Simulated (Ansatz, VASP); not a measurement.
# NaH in VASP and in Ansatz

The input INCAR:

```
SYSTEM = NaH
PREC = Accurate
ENCUT = 520
EDIFF = 1E-6
ISMEAR = 0
SIGMA = 0.05
LREAL = .FALSE.
LASPH = .TRUE.
NELM = 100
ALGO = Normal
ISIF = 2
LWAVE = .FALSE.
LCHARG = .FALSE.
GGA = PE
NBANDS = 11
```

File KPOINTS:

```
regular mesh
0
G
  8 8 8
  0 0 0
```

File POSCAR:

```
NaH
1.0
    0.0000000000      2.3790000000      2.3790000000
    2.3790000000      0.0000000000      2.3790000000
    2.3790000000      2.3790000000      0.0000000000
Na H
1 1
Direct
    0.0000000000      0.0000000000      0.0000000000
    0.5000000000      0.5000000000      0.5000000000
```

Input for Ansatz:

```yaml
crystal:
  lattice:
    - [0.0, 2.379, 2.379]
    - [2.379, 0.0, 2.379]
    - [2.379, 2.379, 0.0]
  atoms:
    - { symbol: Na, position: [0.0, 0.0, 0.0] }
    - { symbol: H, position: [0.5, 0.5, 0.5] }
basis:
  ecutwfc: 420
kpoints:
  mp_grid: { grid: [8, 8, 8] }
hamiltonian:
  xc: pbe
scf:
  occupations: { method: gaussian, width: 0.05 }
output:
  forces: true
  stress: true
  eigenvalues: true
```

Change from the starting cell: strain -0.025 along x and y, -0.025 along z, atoms carried along.

Alike in both runs: task single point; functional PBE; k mesh 8 × 8 × 8; occupations gaussian, width 0.05 eV; no spin polarisation.

|  | VASP | Ansatz |
| --- | --- | --- |
| version | VASP 6.6.1 | Ansatz 0.2.0 |
| potentials or method | VASP PAW PBE potentials, release 64 (Na_pv, H), cutoff 520 eV | scalar-relativistic, plane waves, PAW |
| valence electrons in the cell | 8 | 10 |

```tsv
	VASP	Ansatz	Ansatz less VASP
gap on the k mesh at the Fermi level (eV)	3.84	3.84	+0.002
least direct gap on the mesh (eV)	4.72	4.72	+0.005
pressure (GPa)	1.1	1.2	+0.03
```

The functional is the same, so the differences come from potentials, cutoffs and numerics. VASP's potentials hold 8 valence electrons a cell and Ansatz's 10, so a difference there can come from the potentials and not from the codes.
